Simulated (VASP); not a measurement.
CdSiP2:

```
Cd Si P
1.0
    -2.84361    2.84361    5.24856
     2.84361   -2.84361    5.24856
     2.84361    2.84361   -5.24856
Cd Si P
2 2 4
Direct
  0.75000 0.25000 0.50000
  0.00000 0.00000 0.00000
  0.50000 0.50000 0.00000
  0.25000 0.75000 0.50000
  0.87500 0.82813 0.45313
  0.17187 0.62500 0.04687
  0.37500 0.42187 0.54687
  0.57813 0.12500 0.95313
```

- Program: VASP 6.6.1
- Task: relaxation of cell and atoms
- Functional: PBE
- Potentials or basis: VASP PAW PBE potentials, release 64 (Cd, Si, P)
- Cutoff: 500 eV
- k mesh: 8 × 8 × 8
- Occupations: gaussian, width 0.02 eV
- Spin: no spin polarisation

At the start: pressure 1.8 GPa; volume 21.22 Å³/atom.

Q: Where does the relaxation end?

A: Over 7 steps the energy falls by 2.6 meV/atom and the volume is 21.69 Å³/atom (+2.2 %); space group I-42d (No. 122, to 0.05 Å).

Step by step:
```
step  energy change (eV)  largest force (eV/Å)  pressure (GPa)  volume (Å³)
   1              0.0000                0.0712            1.78       169.76
   2             -0.0152                0.0207           -0.88       175.61
   3             -0.0210                0.0099            0.00       173.56
   4             -0.0209                0.0087           -0.03       173.64
   5             -0.0210                0.0056            0.01       173.53
   6             -0.0210                0.0053            0.02       173.52
   7             -0.0210                0.0016            0.01       173.54
```

Final structure:
```yaml
crystal:
  lattice:
    - [-2.86441, 2.86441, 5.28769]
    - [2.86441, -2.86441, 5.28769]
    - [2.86441, 2.86441, -5.28769]
  atoms:
    - { symbol: Cd, position: [0.75000, 0.25000, 0.50000] }
    - { symbol: Cd, position: [0.00000, 0.00000, 0.00000] }
    - { symbol: Si, position: [0.50000, 0.50000, 0.00000] }
    - { symbol: Si, position: [0.25000, 0.75000, 0.50000] }
    - { symbol: P, position: [0.87500, 0.82867, 0.45367] }
    - { symbol: P, position: [0.17133, 0.62500, 0.04633] }
    - { symbol: P, position: [0.37500, 0.42133, 0.54633] }
    - { symbol: P, position: [0.57867, 0.12500, 0.95367] }
```
